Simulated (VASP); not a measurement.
# Mg (P6/mmm) in VASP: further runs, part 2 of 2

VASP 6.6.1. Earlier steps stand in the parts before.

**3. Single point, PBE (strain +0.040 along x and y, -0.080 along z)**

Input file INCAR:

```
PREC = Accurate
ENCUT = 520
EDIFF = 1E-6
ISMEAR = 0
SIGMA = 0.15
LREAL = False
LASPH = True
NELM = 60
ALGO = Normal
ISIF = 2
LWAVE = False
LCHARG = False
GGA = PE
NBANDS = 7
```

Input file KPOINTS:

```
regular mesh
0
Gamma
  18 18 16
```

Input file POSCAR:

```
Mg
1.0
    3.1723117925      0.0000000000      0.0000000000
   -1.5861558963      2.7473026010      0.0000000000
    0.0000000000      0.0000000000      2.8012505644
Mg
1
Direct
    0.0000000000      0.0000000000      0.0000000000
```

Potentials or basis: VASP PAW PBE potentials, release 64 (Mg).

Launch:

```bash
$ cat potpaw_PBE.64/Mg/POTCAR > POTCAR
$ mpirun -np 1 vasp_std > vasp.out
```

OUTCAR:

```text
PREC = Accurate
   ENCUT = 520
   EDIFF = 1E-6
   ISMEAR = 0
   LREAL = False
   LASPH = True
   NELM = 60
   ISIF = 2
   GGA = PE

 ion  position               nearest neighbor table
   1  0.000  0.000  0.000-

  LATTYP: Found a hexagonal cell.
 ALAT       =     3.1723117925
 C/A-ratio  =     0.8830312868

  Lattice vectors:

 A1 = (   3.1723117925,   0.0000000000,   0.0000000000)
 A2 = (  -1.5861558963,   2.7473026010,   0.0000000000)
 A3 = (   0.0000000000,   0.0000000000,   2.8012505644)

Analysis of symmetry for initial positions (statically):
=====================================================================
 Subroutine PRICEL returns:
 Original cell was already a primitive cell.

 Routine SETGRP: Setting up the symmetry group for a
 hexagonal supercell.

 Subroutine GETGRP returns: Found 24 space group operations
 (whereof 24 operations were pure point group operations)
 out of a pool of 24 trial point group operations.

The static configuration has the point symmetry D_6h.

Analysis of symmetry for dynamics (positions and initial velocities):
=====================================================================
 Subroutine PRICEL returns:
 Original cell was already a primitive cell.

 Routine SETGRP: Setting up the symmetry group for a
 hexagonal supercell.

 Subroutine GETGRP returns: Found 24 space group operations
 (whereof 24 operations were pure point group operations)
 out of a pool of 24 trial point group operations.

The dynamic configuration has the point symmetry D_6h.

 Subroutine INISYM returns: Found 24 space group operations
 (whereof 24 operations are pure point group operations),
 and found     1 'primitive' translations

----------------------------------------------------------------------------------------

                                     Primitive cell

  volume of cell :      24.4137

  direct lattice vectors                    reciprocal lattice vectors
     3.172311792  0.000000000  0.000000000     0.315227527  0.181996697  0.000000000
    -1.586155896  2.747302601  0.000000000     0.000000000  0.363993395  0.000000000
     0.000000000  0.000000000  2.801250564     0.000000000  0.000000000  0.356983418

  length of vectors
     3.172311792  3.172311792  2.801250564     0.363993395  0.363993395  0.356983418

  position of ions in fractional coordinates (direct lattice)
     0.000000000  0.000000000  0.000000000

  ion indices of the primitive-cell ions
   primitive index   ion index
                 1           1

----------------------------------------------------------------------------------------

 KPOINTS: regular mesh

Automatic generation of k-mesh.
 Grid dimensions read from file:
 generate k-points for:   18   18   16

 Generating k-lattice:

  Cartesian coordinates                     Fractional coordinates (reciprocal lattice)
     0.017512640  0.010110928  0.000000000     0.055555556  0.000000000  0.000000000
     0.000000000  0.020221855  0.000000000     0.000000000  0.055555556  0.000000000
     0.000000000  0.000000000  0.022311464     0.000000000  0.000000000  0.062500000

  Length of vectors
     0.020221855  0.020221855  0.022311464

  Shift w.r.t. Gamma in fractional coordinates (k-lattice)
     0.000000000  0.000000000  0.000000000

 Subroutine IBZKPT returns following result:
 ===========================================

 Found    333 irreducible k-points:

 Following reciprocal coordinates:
            Coordinates               Weight
  0.000000  0.000000  0.000000      1.000000
  0.055556  0.000000  0.000000      6.000000
  0.111111  0.000000  0.000000      6.000000
  0.166667  0.000000  0.000000      6.000000
  0.222222  0.000000  0.000000      6.000000
  0.277778  0.000000  0.000000      6.000000
[... 16 lines left out ...]
  0.333333  0.111111  0.000000     12.000000
  0.388889  0.111111  0.000000     12.000000
 [... further k-points ...]
   k-points           NKPTS =    333   k-points in BZ     NKDIM =    333   number of bands    NBANDS=      7
   number of dos      NEDOS =    301   number of ions     NIONS =      1
   total plane-waves  NPLWV =  13824
   dimension x,y,z NGX =    24 NGY =   24 NGZ =   24
   dimension x,y,z NGXF=    48 NGYF=   48 NGZF=   48
   ions per type =               1
   NGX,Y,Z   is equivalent  to a cutoff of  12.58, 12.58, 14.24 a.u.
   NGXF,Y,Z  is equivalent  to a cutoff of  25.15, 25.15, 28.49 a.u.
 SYSTEM =  unknown system
   PREC   = accura    normal or accurate (medium, high low for compatibility)
   ISTART =      0    job   : 0-new  1-cont  2-samecut
   ICHARG =      2    charge: 1-file 2-atom 10-const
   ISPIN  =      1    spin polarized calculation?
   LNONCOLLINEAR =      F non collinear calculations
   LSORBIT =      F    spin-orbit coupling
   LASPH  =      T    aspherical Exc in radial PAW
   ENCUT  =  520.0 eV  38.22 Ry    6.18 a.u.   5.90  5.90  5.21*2*pi/ulx,y,z
   NELM   =     60;   NELMIN=  2; NELMDL= -5     # of ELM steps
   EDIFF  = 0.1E-05   stopping-criterion for ELM
   LREAL  =      F    real-space projection
   EDIFFG = 0.1E-04   stopping-criterion for IOM
   NSW    =      0    number of steps for IOM
   IBRION =     -1    ionic relax: 0-MD 1-quasi-New 2-CG
   NFREE  =      0    steps in history (QN), initial steepest desc. (CG)
   ISIF   =      2    stress and relaxation
   ISYM   =      2    0-nonsym 1-usesym 2-fastsym
   POTIM  = 0.5000    time-step for ionic-motion
   TEBEG  =    0.0;   TEEND  =   0.0 temperature during run
   PSTRESS=    0.0 pullay stress
   NELECT =       2.0000    total number of electrons
   NUPDOWN=      -1.0000    fix difference up-down
   EMIN   =  10.00;   EMAX   =-10.00  energy-range for DOS
   EFERMI =   0.00;   METHOD = LEGACY
   ISMEAR =     0;   SIGMA  =   0.15  broadening in eV -4-tet -1-fermi 0-gaus
   EFERMI_NEDOS =   21; number of points for ismear=-14 and -15
   IALGO  =     38    algorithm
   IMIX   =      4    mixing-type and parameters
     AMIX     =   0.40;   BMIX     =  1.00
     AMIX_MAG =   1.60;   BMIX_MAG =  1.00
  volume/ion in A,a.u.               =      24.41       164.75
  Fermi-wavevector in a.u.,A,eV,Ry     =   0.711006  1.343607  6.878151  0.505530
  Thomas-Fermi vector in A             =   1.798004
   LORBIT       =      0    0 simple, 1 ext, 2 COOP (PROOUT), +10 PAW based schemes
   GGA     = PE    functional components
   LHFCALC =     F    Hartree Fock is set to
   AEXX    =    0.0000 exact exchange contribution
   IVDW    =     0    specifies the selected vdW correction
   LEPSILON=     F    determine dielectric tensor
   LRPA    =     F    only Hartree local field effects (RPA)
 non-spin polarized calculation
 Gauss-broadening in eV      SIGMA  =   0.15
  energy-cutoff  :      520.00
  volume of cell :       24.41
 maximum number of plane-waves:       676
 NGX is ok and might be reduce to    24
   NGX = 11   NGY = 11   NGZ = 11

 number of electron       2.0000000 magnetization

 Free energy of the ion-electron system (eV)
  ---------------------------------------------------
  ext. energy  EPLUGINS =         0.00000000
  ---------------------------------------------------
  free energy    TOTEN  =        -1.22210945 eV

  energy without entropy =       -1.21645247  energy(sigma->0) =       -1.21928096

 E-fermi :   2.2955     XC(G=0):  -8.2887

 val. band max:        2.2845423094   @ k =   0.3333   0.1111   0.4375
 cond. band min:       2.3269502611   @ k =   0.3333   0.0000   0.5000
 fundamental gap:      0.0424079517
 Fermi energy:         2.2955113656

 k-point     1 :       0.0000    0.0000    0.0000
  band No.  band energies     occupation
      1      -4.3637      2.00000
      2      11.5333      0.00000
      3      13.6901      0.00000
      4      13.6901      0.00000
      5      13.9678      0.00000
      6      14.1245      0.00000
      7      14.1245      0.00000
[... 221 lines left out ...]
 k-point    24 :       0.3889    0.1111    0.0000
  band No.  band energies     occupation
      1      -0.3088      2.00000
      2       1.8163      1.99999
      3       6.9708      0.00000
      4      12.7591      0.00000
      5      17.2913      0.00000
      6      18.5025      0.00000
      7      19.2514      0.00000

 [... further k-points ...]

------------------------ aborting loop because EDIFF is reached ----------------------------------------

  FORCE on cell =-STRESS in cart. coord.  units (eV):
  Direction    XX          YY          ZZ          XY          YZ          ZX
  --------------------------------------------------------------------------------------
  -------------------------------------------------------------------------------------
  Total       -0.2919158     -0.2919158      1.2218860      0.0000000     -0.0000000     -0.0000000
  in kB      -19.1572828    -19.1572828     80.1875493      0.0000000     -0.0000000     -0.0000000
  external PRESSURE =      13.9576612 kB  Pullay stress =       0.0000000 kB

 VOLUME and BASIS-vectors are now :
 -----------------------------------------------------------------------------
  energy-cutoff  :      520.00
  volume of cell :       24.41
      direct lattice vectors                 reciprocal lattice vectors
     3.172311792  0.000000000  0.000000000     0.315227527  0.181996697  0.000000000
    -1.586155896  2.747302601  0.000000000     0.000000000  0.363993395  0.000000000
     0.000000000  0.000000000  2.801250564     0.000000000  0.000000000  0.356983418

 POSITION                                       TOTAL-FORCE (eV/Angst)
 -----------------------------------------------------------------------------------
      0.00000      0.00000      0.00000        -0.000000      0.000000      0.000000
 -----------------------------------------------------------------------------------
    total drift:                                0.000000      0.000000      0.000000

  FREE ENERGIE OF THE ION-ELECTRON SYSTEM (eV)
  ---------------------------------------------------
  free  energy   TOTEN  =        -1.2221094460 eV

  energy  without entropy=       -1.2164524727  energy(sigma->0) =       -1.21928096
```

OSZICAR:

```text
N       E                     dE             d eps       ncg     rms          rms(c)
DAV:   1    -0.639232167914E+00   -0.63923E+00   -0.76377E+02  5019   0.194E+02
DAV:   2    -0.123125184262E+01   -0.59202E+00   -0.56024E+00  6104   0.103E+01
DAV:   3    -0.123364698362E+01   -0.23951E-02   -0.23939E-02  6069   0.726E-01
DAV:   4    -0.123365161447E+01   -0.46308E-05   -0.46311E-05  6748   0.233E-02
DAV:   5    -0.123365162329E+01   -0.88205E-08   -0.87580E-08  6181   0.776E-04    0.603E-01
DAV:   6    -0.122759216253E+01    0.60595E-02   -0.78585E-04  5754   0.130E-01    0.385E-01
DAV:   7    -0.122210232448E+01    0.54898E-02   -0.36200E-03  5698   0.243E-01    0.234E-02
DAV:   8    -0.122211081500E+01   -0.84905E-05   -0.27095E-05  6202   0.288E-02    0.579E-03
DAV:   9    -0.122210953622E+01    0.12788E-05   -0.14068E-06  6209   0.425E-03    0.419E-04
DAV:  10    -0.122210944601E+01    0.90209E-07   -0.12114E-08  3402   0.569E-04
   1 F= -.12221094E+01 E0= -.12192810E+01  d E =-.565697E-02
```

stdout:

```text
POSCAR found type information on POSCAR Mg
 POSCAR found :  1 types and       1 ions
 scaLAPACK will be used
 LDA part: xc-table for (Slater+PW92), standard interpolation
 POSCAR, INCAR and KPOINTS ok, starting setup
 FFT: planning ... GRIDC
 FFT: planning ... GRID_SOFT
 FFT: planning ... GRID
 WAVECAR not read
 entering main loop
```

It took 21 s on 1 thread of Intel Xeon Platinum 8259CL at 2.50GHz (Skylake/Cascade Lake), shared host; peak memory 0.18 GiB.

Results:

```
Free energy            : -1.2221 eV
Pressure               : 1.4 GPa
Band gap on the k mesh : zero (bands 1 and 2 overlap by 5.18 eV)
```

Caveat: the cell differs from its parent crystal (strain +0.040 along x and y, -0.080 along z).
